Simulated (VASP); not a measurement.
# Hf in VASP: settings compared, part 2 of 2

VASP 6.6.1. The steps go on from the part before.

## Step 4: Single point, PBE (atoms taken out)

Contents of INCAR:

```
SYSTEM = Hf
ALGO = Fast
DIPOL = 0.5 0.5 0.500
EDIFF = 1E-6
ENCUT = 520
GGA = PE
IDIPOL = 3
ISIF = 2
ISMEAR = 0
LASPH = .TRUE.
LCHARG = .FALSE.
LDIPOL = .TRUE.
LREAL = .FALSE.
LWAVE = .FALSE.
NBANDS = 50
NELM = 100
PREC = Accurate
SIGMA = 0.1
```

Contents of KPOINTS:

```
k-points
0
G
  12 12 1
  0 0 0
```

Contents of POSCAR:

```
Hf
1.0
    3.2047644779      0.0000000000      0.0000000000
   -1.6023822390      2.7754074510      0.0000000000
    0.0000000000      0.0000000000     32.7365208068
Hf
8
Direct
    0.3333333333      0.6666666667      0.2291019270
    0.6666666667      0.3333333333      0.3065013764
    0.3333333333      0.6666666667      0.3839008259
    0.6666666667      0.3333333333      0.4613002753
    0.3333333333      0.6666666667      0.5386997247
    0.6666666667      0.3333333333      0.6160991741
    0.3333333333      0.6666666667      0.6934986236
    0.6666666667      0.3333333333      0.7708980730
```

Potentials or basis: VASP PAW PBE potentials, release 64 (Hf_pv).

Started as:

```bash
> cat potpaw_PBE.64/Hf_pv/POTCAR > POTCAR
> mpirun -np 1 vasp_std > vasp.out
```

OUTCAR:

```text
SYSTEM = Hf
   EDIFF = 1E-6
   ENCUT = 520
   GGA = PE
   ISIF = 2
   ISMEAR = 0
   LASPH = .TRUE.
   LREAL = .FALSE.
   NELM = 100
   PREC = Accurate

 ion  position               nearest neighbor table
   1  0.333  0.667  0.229-   2 3.14   2 3.14   2 3.14
   2  0.667  0.333  0.307-   1 3.14   1 3.14   1 3.14   3 3.14   3 3.14   3 3.14
   3  0.333  0.667  0.384-   4 3.14   4 3.14   4 3.14   2 3.14   2 3.14   2 3.14
   4  0.667  0.333  0.461-   3 3.14   5 3.14   3 3.14   5 3.14   3 3.14   5 3.14
   5  0.333  0.667  0.539-   6 3.14   4 3.14   6 3.14   4 3.14   6 3.14   4 3.14
   6  0.667  0.333  0.616-   5 3.14   5 3.14   5 3.14   7 3.14   7 3.14   7 3.14
   7  0.333  0.667  0.693-   8 3.14   8 3.14   8 3.14   6 3.14   6 3.14   6 3.14
   8  0.667  0.333  0.771-   7 3.14   7 3.14   7 3.14

  LATTYP: Found a hexagonal cell.
 ALAT       =     3.2047644779
 C/A-ratio  =    10.2149537142

  Lattice vectors:

 A1 = (   3.2047644779,   0.0000000000,   0.0000000000)
 A2 = (  -1.6023822390,   2.7754074510,   0.0000000000)
 A3 = (   0.0000000000,   0.0000000000,  32.7365208068)

Analysis of symmetry for initial positions (statically):
=====================================================================
 Subroutine PRICEL returns:
 Original cell was already a primitive cell.

 Routine SETGRP: Setting up the symmetry group for a
 hexagonal supercell.

 Subroutine GETGRP returns: Found 12 space group operations
 (whereof 12 operations were pure point group operations)
 out of a pool of 24 trial point group operations.

The static configuration has the point symmetry D_3d.

Analysis of symmetry for dynamics (positions and initial velocities):
=====================================================================
 Subroutine PRICEL returns:
 Original cell was already a primitive cell.

 Routine SETGRP: Setting up the symmetry group for a
 hexagonal supercell.

 Subroutine GETGRP returns: Found 12 space group operations
 (whereof 12 operations were pure point group operations)
 out of a pool of 24 trial point group operations.

The dynamic configuration has the point symmetry D_3d.

 Subroutine INISYM returns: Found 12 space group operations
 (whereof 12 operations are pure point group operations),
 and found     1 'primitive' translations

----------------------------------------------------------------------------------------

                                     Primitive cell

  volume of cell :     291.1759

  direct lattice vectors                    reciprocal lattice vectors
     3.204764478  0.000000000  0.000000000     0.312035411  0.180153728  0.000000000
    -1.602382239  2.775407451  0.000000000     0.000000000  0.360307457  0.000000000
     0.000000000  0.000000000 32.736520807     0.000000000  0.000000000  0.030546924

  length of vectors
     3.204764478  3.204764478 32.736520807     0.360307457  0.360307457  0.030546924

  position of ions in fractional coordinates (direct lattice)
     0.333333333  0.666666667  0.229101927
     0.666666667  0.333333333  0.306501376
     0.333333333  0.666666667  0.383900826
     0.666666667  0.333333333  0.461300275
     0.333333333  0.666666667  0.538699725
     0.666666667  0.333333333  0.616099174
     0.333333333  0.666666667  0.693498624
     0.666666667  0.333333333  0.770898073

  ion indices of the primitive-cell ions
   primitive index   ion index
                 1           1
[... 58 lines left out ...]
   dimension x,y,z NGX =    24 NGY =   24 NGZ =  250
   dimension x,y,z NGXF=    48 NGYF=   48 NGZF=  500
   ions per type =               8
   NGX,Y,Z   is equivalent  to a cutoff of  12.45, 12.45, 12.70 a.u.
   NGXF,Y,Z  is equivalent  to a cutoff of  24.90, 24.90, 25.39 a.u.
 SYSTEM =  Hf
   PREC   = accura    normal or accurate (medium, high low for compatibility)
   ISTART =      0    job   : 0-new  1-cont  2-samecut
   ICHARG =      2    charge: 1-file 2-atom 10-const
   ISPIN  =      1    spin polarized calculation?
   LNONCOLLINEAR =      F non collinear calculations
   LSORBIT =      F    spin-orbit coupling
   LASPH  =      T    aspherical Exc in radial PAW
   ENCUT  =  520.0 eV  38.22 Ry    6.18 a.u.   5.96  5.96 60.87*2*pi/ulx,y,z
   NELM   =    100;   NELMIN=  2; NELMDL= -5     # of ELM steps
   EDIFF  = 0.1E-05   stopping-criterion for ELM
   LREAL  =      F    real-space projection
   EDIFFG = 0.1E-04   stopping-criterion for IOM
   NSW    =      0    number of steps for IOM
   IBRION =     -1    ionic relax: 0-MD 1-quasi-New 2-CG
   NFREE  =      0    steps in history (QN), initial steepest desc. (CG)
   ISIF   =      2    stress and relaxation
   ISYM   =      2    0-nonsym 1-usesym 2-fastsym
   POTIM  = 0.5000    time-step for ionic-motion
   TEBEG  =    0.0;   TEEND  =   0.0 temperature during run
   PSTRESS=    0.0 pullay stress
   NELECT =      80.0000    total number of electrons
   NUPDOWN=      -1.0000    fix difference up-down
   EMIN   =  10.00;   EMAX   =-10.00  energy-range for DOS
   EFERMI =   0.00;   METHOD = LEGACY
   ISMEAR =     0;   SIGMA  =   0.10  broadening in eV -4-tet -1-fermi 0-gaus
   EFERMI_NEDOS =   21; number of points for ismear=-14 and -15
   IALGO  =     68    algorithm
   IMIX   =      4    mixing-type and parameters
     AMIX     =   0.40;   BMIX     =  1.00
     AMIX_MAG =   1.60;   BMIX_MAG =  1.00
  volume/ion in A,a.u.               =      36.40       245.62
  Fermi-wavevector in a.u.,A,eV,Ry     =   1.064273  2.011184 15.411005  1.132677
  Thomas-Fermi vector in A             =   2.199786
   LORBIT       =      0    0 simple, 1 ext, 2 COOP (PROOUT), +10 PAW based schemes
   GGA     = PE    functional components
   LHFCALC =     F    Hartree Fock is set to
   AEXX    =    0.0000 exact exchange contribution
   IVDW    =     0    specifies the selected vdW correction
   LEPSILON=     F    determine dielectric tensor
   LRPA    =     F    only Hartree local field effects (RPA)
 non-spin polarized calculation
 RMM-DIIS sequential band-by-band and
 Gauss-broadening in eV      SIGMA  =   0.10
  energy-cutoff  :      520.00
  volume of cell :      291.18
 maximum number of plane-waves:      7920
 NGX is ok and might be reduce to    24
   NGX = 11   NGY = 11   NGZ =121

 number of electron      80.0000018 magnetization

 dipolmoment           0.000000      0.000000     -0.000000 electrons x Angstroem

 Free energy of the ion-electron system (eV)
  ---------------------------------------------------
  ext. energy  EPLUGINS =         0.00000000
  ---------------------------------------------------
  free energy    TOTEN  =       -77.35959855 eV

  energy without entropy =      -77.30651477  energy(sigma->0) =      -77.33305666

 E-fermi :   1.4330     XC(G=0):  -7.6249

 val. band max:        1.4314182142   @ k =   0.0833   0.0833   0.0000
 cond. band min:       1.4376670365   @ k =   0.3333   0.3333   0.0000
 fundamental gap:      0.0062488224
 Fermi energy:         1.4330113116

 k-point     1 :       0.0000    0.0000    0.0000
  band No.  band energies     occupation
      1     -29.6831      2.00000
      2     -29.6761      2.00000
      3     -29.5778      2.00000
      4     -29.4114      2.00000
      5     -29.2247      2.00000
      6     -29.1480      2.00000
[... 996 lines left out ...]
     49       1.8816      0.00000
     50       3.5205      0.00000

------------------------ aborting loop because EDIFF is reached ----------------------------------------

 vacuum level on the upper side and lower side of the slab       (xc-potential included)        -0.370        -0.370

  FORCE on cell =-STRESS in cart. coord.  units (eV):
  Direction    XX          YY          ZZ          XY          YZ          ZX
  --------------------------------------------------------------------------------------
  -------------------------------------------------------------------------------------
  Total       -2.7931376     -2.7931376     -3.0177065      0.0000000      0.0000000      0.0000000
  in kB      -15.3690676    -15.3690676    -16.6047440      0.0000000      0.0000000      0.0000000
  external PRESSURE =     -15.7809597 kB  Pullay stress =       0.0000000 kB

 VOLUME and BASIS-vectors are now :
 -----------------------------------------------------------------------------
  energy-cutoff  :      520.00
  volume of cell :      291.18
      direct lattice vectors                 reciprocal lattice vectors
     3.204764478  0.000000000  0.000000000     0.312035411  0.180153728  0.000000000
    -1.602382239  2.775407451  0.000000000     0.000000000  0.360307457  0.000000000
     0.000000000  0.000000000 32.736520807     0.000000000  0.000000000  0.030546924

 POSITION                                       TOTAL-FORCE (eV/Angst)
 -----------------------------------------------------------------------------------
     -0.00000      1.85027      7.50000         0.000000     -0.000000      0.659957
      1.60238      0.92514     10.03379         0.000000     -0.000000     -0.765102
     -0.00000      1.85027     12.56758        -0.000000      0.000000      0.129500
      1.60238      0.92514     15.10137         0.000000     -0.000000     -0.007225
     -0.00000      1.85027     17.63515        -0.000000      0.000000      0.007225
      1.60238      0.92514     20.16894        -0.000000      0.000000     -0.129500
     -0.00000      1.85027     22.70273        -0.000000      0.000000      0.765102
      1.60238      0.92514     25.23652         0.000000      0.000000     -0.659957
 -----------------------------------------------------------------------------------
    total drift:                               -0.000000      0.000000     -0.000000

  FREE ENERGIE OF THE ION-ELECTRON SYSTEM (eV)
  ---------------------------------------------------
  free  energy   TOTEN  =       -77.3595985494 eV

  energy  without entropy=      -77.3065147696  energy(sigma->0) =      -77.33305666

 vacuum level on the upper side and lower side of the slab         5.476         5.476
```

It took 9.1 min on 1 thread of AMD EPYC 9R45 (Zen 5), shared host; peak memory 0.45 GiB.

What came out:

```
Free energy            : -77.3596 eV
Largest force          : 0.765 eV/Å
Band gap on the k mesh : zero (bands 40 and 41 overlap by 1.52 eV)
```

Forces on the atoms (eV/Å):
```
Hf   0.000  0.000  0.660
Hf   0.000  0.000 -0.765
Hf   0.000  0.000  0.130
Hf   0.000  0.000 -0.007
Hf   0.000  0.000  0.007
Hf   0.000  0.000 -0.130
Hf   0.000  0.000  0.765
Hf   0.000  0.000 -0.660
```

Caveat: the cell differs from its parent crystal (atoms taken out); spin-orbit coupling is left out, which moves the levels of the heavy elements.

## Step 5: The runs side by side

```csv
level,cell,smearing,gap on the mesh (eV),largest force (eV/Å)
PBEsol,"a = 3.205, b = 3.205, c = 22.601 Å, angles 90.0, 90.0, 120.0°, 4 atoms, atomic positions A",gaussian 0.1 eV,none,0.90
PBE,"a = 3.205, b = 3.205, c = 22.601 Å, angles 90.0, 90.0, 120.0°, 4 atoms, atomic positions A",gaussian 0.5 eV,none,0.69
PBE,"a = 3.205, b = 3.205, c = 32.737 Å, angles 90.0, 90.0, 120.0°, 8 atoms, atomic positions B",gaussian 0.1 eV,none,0.77
```

Alike in all rows: task single point; potentials or basis VASP PAW PBE potentials, release 64 (Hf_pv); no spin polarisation; k mesh 12 × 12 × 1; cutoff (eV) 520.

Caveats: spin-orbit coupling is left out, which moves the levels of the heavy elements; the PAW data sets were made with another functional, which shifts forces and pressure a little (at least some runs); so wide a smearing shifts energies and pressures (at least some runs).

Absolute energies hang on the potentials; compare differences alone.

The gap in the log of VASP goes by the Fermi energy; the results here count the filled bands.